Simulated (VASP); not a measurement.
# InP (F-43m) in VASP: a series of runs, part 2 of 2

VASP 6.6.1. The steps go on from the part before.

### 3 Relaxation of cell and atoms, r2SCAN

This run uses another cell than the first one, of 25.54 Å³/atom.

File POSCAR:

```
InP
1.0
    0.0000000000      2.9450000000      2.9450000000
    2.9450000000      0.0000000000      2.9450000000
    2.9450000000      2.9450000000      0.0000000000
In P
1 1
Direct
    0.0000000000      0.0000000000      0.0000000000
    0.2500000000      0.2500000000      0.2500000000
```

File INCAR.step1:

```
SYSTEM = InP
  PREC = Accurate
  ENCUT = 550
  ISMEAR = 0
  SIGMA = 0.02
  LREAL = .FALSE.
  LASPH = .TRUE.
  NELM = 120
  GGA = PE
  ALGO = Normal
  EDIFF = 1E-5
  LWAVE = .TRUE.
  LCHARG = .FALSE.
  GGA_COMPAT = .FALSE.
  IBRION = 2
  ISIF = 3
  EDIFFG = -0.005
  NELMIN = 4
  NSW = 100
```

File INCAR.step2:

```
SYSTEM = InP
  PREC = Accurate
  ENCUT = 550
  EDIFF = 1E-7
  ISMEAR = 0
  SIGMA = 0.02
  LREAL = .FALSE.
  LASPH = .TRUE.
  NELM = 120
  ALGO = Normal
  ISIF = 3
  LWAVE = .FALSE.
  LCHARG = .FALSE.
  METAGGA = R2SCAN
  LMIXTAU = .TRUE.
  IBRION = 2
  NSW = 100
  EDIFFG = -0.002
  ISTART = 1
  GGA_COMPAT = .FALSE.
  NELMIN = 4
```

File KPOINTS:

```
regular mesh
0
G
  8 8 8
  0 0 0
```

Potentials or basis: VASP PAW PBE potentials, release 64 (In_d, P).

Run with:

```bash
> cat potpaw_PBE.64/In_d/POTCAR potpaw_PBE.64/P/POTCAR > POTCAR
> cp INCAR.step1 INCAR
> mpirun -np 1 vasp_std > vasp.out
> cp INCAR.step2 INCAR
> mpirun -np 1 vasp_std > vasp.out
```

OUTCAR:

```text
SYSTEM = InP
   PREC = Accurate
   ENCUT = 550
   EDIFF = 1E-7
   ISMEAR = 0
   LREAL = .FALSE.
   LASPH = .TRUE.
   NELM = 120
   ISIF = 3
   METAGGA = R2SCAN
   IBRION = 2
   NSW = 100
   EDIFFG = -0.002
   ISTART = 1
   NELMIN = 4

 ion  position               nearest neighbor table
   1  0.000  0.000  0.000-   2 2.55   2 2.55   2 2.55   2 2.55
   2  0.250  0.250  0.250-   1 2.55   1 2.55   1 2.55   1 2.55

  LATTYP: Found a face centered cubic cell.
 ALAT       =     5.8900000000

  Lattice vectors:

 A1 = (   0.0000000000,   2.9450000000,   2.9450000000)
 A2 = (   2.9450000000,   0.0000000000,   2.9450000000)
 A3 = (   2.9450000000,   2.9450000000,   0.0000000000)

Analysis of symmetry for initial positions (statically):
=====================================================================
 Subroutine PRICEL returns:
 Original cell was already a primitive cell.

 Routine SETGRP: Setting up the symmetry group for a
 face centered cubic supercell.

 Subroutine GETGRP returns: Found 24 space group operations
 (whereof 24 operations were pure point group operations)
 out of a pool of 48 trial point group operations.

The static configuration has the point symmetry T_d .

Analysis of symmetry for dynamics (positions and initial velocities):
=====================================================================
 Subroutine PRICEL returns:
 Original cell was already a primitive cell.

 Routine SETGRP: Setting up the symmetry group for a
 face centered cubic supercell.

 Subroutine GETGRP returns: Found 24 space group operations
 (whereof 24 operations were pure point group operations)
 out of a pool of 48 trial point group operations.

The dynamic configuration has the point symmetry T_d .

 Subroutine INISYM returns: Found 24 space group operations
 (whereof 24 operations are pure point group operations),
 and found     1 'primitive' translations

----------------------------------------------------------------------------------------

                                     Primitive cell

  volume of cell :      51.0841

  direct lattice vectors                    reciprocal lattice vectors
     0.000000000  2.945000000  2.945000000    -0.169779287  0.169779287  0.169779287
     2.945000000  0.000000000  2.945000000     0.169779287 -0.169779287  0.169779287
     2.945000000  2.945000000  0.000000000     0.169779287  0.169779287 -0.169779287

  length of vectors
     4.164858941  4.164858941  4.164858941     0.294066351  0.294066351  0.294066351

  position of ions in fractional coordinates (direct lattice)
     0.000000000  0.000000000  0.000000000
     0.250000000  0.250000000  0.250000000

  ion indices of the primitive-cell ions
   primitive index   ion index
                 1           1
                 2           2

----------------------------------------------------------------------------------------

 KPOINTS: regular mesh

Automatic generation of k-mesh.
 Grid dimensions read from file:
 generate k-points for:    8    8    8

 Generating k-lattice:

[... 50 lines left out ...]
   NGXF,Y,Z  is equivalent  to a cutoff of  25.55, 25.55, 25.55 a.u.
 SYSTEM =  InP
   PREC   = accura    normal or accurate (medium, high low for compatibility)
   ISTART =      1    job   : 0-new  1-cont  2-samecut
   ICHARG =      0    charge: 1-file 2-atom 10-const
   ISPIN  =      1    spin polarized calculation?
   LNONCOLLINEAR =      F non collinear calculations
   LSORBIT =      F    spin-orbit coupling
   LASPH  =      T    aspherical Exc in radial PAW
   ENCUT  =  550.0 eV  40.42 Ry    6.36 a.u.   7.96  7.96  7.96*2*pi/ulx,y,z
   NELM   =    120;   NELMIN=  4; NELMDL=  0     # of ELM steps
   EDIFF  = 0.1E-06   stopping-criterion for ELM
   LREAL  =      F    real-space projection
   EDIFFG = -.2E-02   stopping-criterion for IOM
   NSW    =    100    number of steps for IOM
   IBRION =      2    ionic relax: 0-MD 1-quasi-New 2-CG
   NFREE  =      1    steps in history (QN), initial steepest desc. (CG)
   ISIF   =      3    stress and relaxation
   ISYM   =      2    0-nonsym 1-usesym 2-fastsym
   POTIM  = 0.5000    time-step for ionic-motion
   TEBEG  =    0.0;   TEEND  =   0.0 temperature during run
   PSTRESS=    0.0 pullay stress
   NELECT =      18.0000    total number of electrons
   NUPDOWN=      -1.0000    fix difference up-down
   EMIN   =  10.00;   EMAX   =-10.00  energy-range for DOS
   EFERMI =   0.00;   METHOD = LEGACY
   ISMEAR =     0;   SIGMA  =   0.02  broadening in eV -4-tet -1-fermi 0-gaus
   EFERMI_NEDOS =   21; number of points for ismear=-14 and -15
   IALGO  =     38    algorithm
   IMIX   =      4    mixing-type and parameters
     AMIX     =   0.40;   BMIX     =  1.00
     AMIX_MAG =   1.60;   BMIX_MAG =  1.00
  volume/ion in A,a.u.               =      25.54       172.37
  Fermi-wavevector in a.u.,A,eV,Ry     =   1.156300  2.185089 18.191380  1.337029
  Thomas-Fermi vector in A             =   2.292921
   LORBIT       =      0    0 simple, 1 ext, 2 COOP (PROOUT), +10 PAW based schemes
   METAGGA = R2SCAN    functional components
   LHFCALC =     F    Hartree Fock is set to
   AEXX    =    0.0000 exact exchange contribution
   IVDW    =     0    specifies the selected vdW correction
   LEPSILON=     F    determine dielectric tensor
   LRPA    =     F    only Hartree local field effects (RPA)
 conjugate gradient relaxation of ions
 non-spin polarized calculation
 Gauss-broadening in eV      SIGMA  =   0.02
  energy-cutoff  :      550.00
  volume of cell :       51.08
 maximum number of plane-waves:      1524
   NGX = 15   NGY = 15   NGZ = 15

--------------------------------------- Ionic step        1  -------------------------------------------

 number of electron      18.0000008 magnetization

 Free energy of the ion-electron system (eV)
  ---------------------------------------------------
  ext. energy  EPLUGINS =         0.00000000
  ---------------------------------------------------
  free energy    TOTEN  =       -32.29705812 eV

  energy without entropy =      -32.29705812  energy(sigma->0) =      -32.29705812

------------------------ aborting loop because EDIFF is reached ----------------------------------------

  FORCE on cell =-STRESS in cart. coord.  units (eV):
  Direction    XX          YY          ZZ          XY          YZ          ZX
  --------------------------------------------------------------------------------------
  -------------------------------------------------------------------------------------
  Total        0.1555668      0.1555668      0.1555668      0.0000000      0.0000000      0.0000000
  in kB        4.8791199      4.8791199      4.8791199      0.0000000      0.0000000      0.0000000
  external PRESSURE =       4.8791199 kB  Pullay stress =       0.0000000 kB
[... 59 lines left out ...]
--------------------------------------- Ionic step        3  -------------------------------------------

 number of electron      18.0000009 magnetization

 Free energy of the ion-electron system (eV)
  ---------------------------------------------------
  ext. energy  EPLUGINS =         0.00000000
  ---------------------------------------------------
  free energy    TOTEN  =       -32.29759393 eV

  energy without entropy =      -32.29759393  energy(sigma->0) =      -32.29759393

 E-fermi :   4.8568     XC(G=0):  -9.7799

 val. band max:        4.7755434737   @ k =   0.0000   0.0000   0.0000
 cond. band min:       5.8173222413   @ k =   0.0000   0.0000   0.0000
 fundamental gap:      1.0417787676
 Fermi energy:         4.8568271819

 k-point     1 :       0.0000    0.0000    0.0000
  band No.  band energies     occupation
      1      -9.8394      2.00000
      2      -9.8394      2.00000
      3      -9.8394      2.00000
      4      -9.6718      2.00000
      5      -9.6718      2.00000
      6      -7.0733      2.00000
      7       4.7755      2.00000
      8       4.7755      2.00000
      9       4.7755      2.00000
     10       5.8173      0.00000
     11       9.2158      0.00000
     12       9.2158      0.00000
     13       9.2158      0.00000
[... 354 lines left out ...]
  band No.  band energies     occupation
      1      -9.9791      2.00000
      2      -9.7879      2.00000
      3      -9.7695      2.00000
      4      -9.6774      2.00000
      5      -9.6592      2.00000
      6      -5.0227      2.00000
      7      -0.7962      2.00000
      8       2.0879      2.00000
      9       3.1410      2.00000
     10       8.2550      0.00000
     11       9.2834      0.00000
     12      11.0453      0.00000
     13      12.4097      0.00000

 [... further k-points ...]

------------------------ aborting loop because EDIFF is reached ----------------------------------------

  FORCE on cell =-STRESS in cart. coord.  units (eV):
  Direction    XX          YY          ZZ          XY          YZ          ZX
  --------------------------------------------------------------------------------------
  -------------------------------------------------------------------------------------
  Total        0.0017762      0.0017762      0.0017762     -0.0000000     -0.0000000     -0.0000000
  in kB        0.0553243      0.0553243      0.0553243     -0.0000000     -0.0000000     -0.0000000
  external PRESSURE =       0.0553243 kB  Pullay stress =       0.0000000 kB
[... 17 lines left out ...]
  FREE ENERGIE OF THE ION-ELECTRON SYSTEM (eV)
  ---------------------------------------------------
  free  energy   TOTEN  =       -32.2975939335 eV

  energy  without entropy=      -32.2975939335  energy(sigma->0) =      -32.29759393

 reached required accuracy - stopping structural energy minimisation
```

Run time: 6.6 min. Hardware: 1 thread of Intel Xeon 8259CL, shared host; peak memory 0.2 GiB.

What came out:

```
Free energy                           : -32.2976 eV
Relaxed volume                        : 25.72 Å³/atom
Relaxed cell                          : a = 4.174 Å, b = 4.174 Å, c = 4.174 Å, α = 60.00°, β = 60.00°, γ = 60.00°
Space group after relaxing (to 0.1 Å) : F-43m (No. 216)
Energy gained by relaxing             : 0.3 meV/atom
Ionic steps                           : 3
Pressure after relaxing               : 0.0 GPa
Band gap on the k mesh                : 1.04 eV
```

Step by step:
```
step  energy change (eV)  largest force (eV/Å)  pressure (GPa)  volume (Å³)
   1              0.0000                0.0000            0.49        51.08
   2             -0.0003                0.0000           -0.29        51.66
   3             -0.0005                0.0000            0.01        51.44
```

Final structure:
```
In P
1.0
     0.00000    2.95181    2.95181
     2.95181    0.00000    2.95181
     2.95181    2.95181    0.00000
In P
1 1
Cartesian
  0.0000 0.0000 0.0000
  1.4759 1.4759 1.4759
```

Caveat: the PAW data sets were made with another functional, which shifts forces and pressure a little; spin-orbit coupling is left out, which moves the levels of the heavy elements.
